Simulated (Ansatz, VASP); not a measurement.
## Two plane-wave programs on C

```
CELL_PARAMETERS angstrom
0.00000 1.78582 1.78582
1.78582 0.00000 1.78582
1.78582 1.78582 0.00000
ATOMIC_POSITIONS crystal
C 0.50000 0.50000 0.50000
C 0.75000 0.75000 0.75000
```

Alike in both runs: task single point; functional PBE; k mesh 8 × 8 × 8; occupations fermi-dirac, width 0.1 eV; no spin polarisation.

|  | VASP | Ansatz |
| --- | --- | --- |
| version | VASP 6.6.1 | Ansatz 0.2.0 |
| potentials or method | VASP PAW PBE potentials, release 64 (C), cutoff 520 eV | plane waves (420 eV) with PAW, scalar-relativistic |
| valence electrons in the cell | 8 | 8 |

Ansatz gave:

```
gap on the k mesh at the Fermi level (eV) : 4.13
```

Task: Estimate VASP's values.

Result: gap on the k mesh at the Fermi level (eV): 4.12.
